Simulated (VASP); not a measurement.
Here is a VASP 6.6.1 calculation.

POSCAR

```
NbAs
1.0
    0.0000000000      2.9260236880      2.9260236880
    2.9260236880      0.0000000000      2.9260236880
    2.9260236880      2.9260236880      0.0000000000
Nb As
1 1
Direct
    0.0000000000      0.0000000000      0.0000000000
    0.2500000000      0.2500000000      0.2500000000
```

The input INCAR.step1:

```
SYSTEM = NbAs
PREC = Accurate
ENCUT = 520
ISMEAR = 0
SIGMA = 0.1
LREAL = .False.
LASPH = .True.
NELM = 150
ISPIN = 2
MAGMOM = 2.5 0
LMAXMIX = 4
NBANDS = 20
GGA = PE
ALGO = Normal
EDIFF = 1E-4
LWAVE = .True.
LCHARG = .False.
```

File INCAR.step2:

```
SYSTEM = NbAs
PREC = Accurate
ENCUT = 520
EDIFF = 1E-7
ISMEAR = 0
SIGMA = 0.1
LREAL = .False.
LASPH = .True.
NELM = 150
ALGO = Normal
ISIF = 2
LWAVE = .False.
LCHARG = .False.
ISPIN = 2
MAGMOM = 2.5 0
LORBIT = 11
LMAXMIX = 4
METAGGA = R2SCAN
LMIXTAU = .True.
NBANDS = 20
ISTART = 1
```

The input KPOINTS:

```
Automatic mesh
0
Gamma
  12 12 12
  0 0 0
```

Potentials or basis: VASP PAW PBE potentials, release 64 (Nb_sv, As).

Launch:

```console
$ cat potpaw_PBE.64/Nb_sv/POTCAR potpaw_PBE.64/As/POTCAR > POTCAR
$ cp INCAR.step1 INCAR
$ mpirun -np 1 vasp_std > vasp.out
$ cp INCAR.step2 INCAR
$ mpirun -np 1 vasp_std > vasp.out
```

Problem. Estimate the pressure.

Solution. -3.1 GPa.

Problem. Predict the net moment.

Solution. 0.00 μB per cell.

Problem. What does it give for the band gap on the k mesh?

Solution. Zero (filled and empty bands overlap).

Caveat: the cell stands under tension; the PAW data sets were made with another functional, which shifts forces and pressure a little.
